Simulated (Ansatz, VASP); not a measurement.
# Pt: VASP beside Ansatz

The input INCAR:

```
SYSTEM = Pt
PREC = Accurate
ENCUT = 520
EDIFF = 1E-6
ISMEAR = 1
SIGMA = 0.15
LREAL = .False.
LASPH = .True.
NELM = 80
ALGO = Normal
ISIF = 2
LWAVE = .False.
LCHARG = .True.
GGA = PS
LELF = .True.
LVHAR = .True.
NBANDS = 11
```

The input KPOINTS:

```
Automatic mesh
0
Gamma
  9 9 9
  0 0 0
```

File POSCAR:

```
Pt
1.0
   -1.4999215687      1.5487426670      1.5287895222
    1.5228095887     -1.5559846969      1.5589095555
    1.5200850629      1.5761481912     -1.5360315521
Pt
1
Direct
    0.0000000000      0.0000000000      0.0000000000
```

Input for Ansatz:

```yaml
crystal:
  lattice:
    - [-1.4999215686547593, 1.548742666974035, 1.5287895221541752]
    - [1.5228095886915967, -1.5559846969463034, 1.5589095555243149]
    - [1.5200850628929008, 1.576148191184445, -1.5360315521264434]
  atoms:
    - { symbol: Pt, position: [0.0, 0.0, 0.0] }
basis:
  ecutwfc: 540.0
  xc_grid: 2
kpoints:
  mp_grid:
    grid: [9, 9, 9]
hamiltonian:
  xc: pbesol
scf:
  convergence:
    dr2_threshold: 1.0e-09
  occupations:
    method: cold
    width: 0.15
output:
  forces: true
  stress: true
```

Alike in both runs: task single point; functional PBEsol; k mesh 9 × 9 × 9; no spin polarisation.

|  | VASP | Ansatz |
| --- | --- | --- |
| version | VASP 6.6.1 | Ansatz 0.2.0 |
| potentials or method | VASP PAW PBE potentials, release 64 (Pt), cutoff 520 eV | plane waves, PAW |
| occupations | methfessel-paxton of order 1, width 0.15 eV | cold, width 0.15 eV |
| valence electrons in the cell | 10 | 18 |

```tsv
	VASP	Ansatz	Ansatz less VASP
pressure (GPa)	9.8	10.1	+0.36
traceless stress, the component that is largest in VASP (GPa)	-3.37	-3.42	-0.054
```

VASP's potentials were made for PBE, not for PBEsol. VASP's potentials hold 10 valence electrons a cell and Ansatz's 18, so a difference there can come from the potentials and not from the codes. Ansatz's warnings: stress scf threshold loose.

Spin-orbit coupling is off throughout.
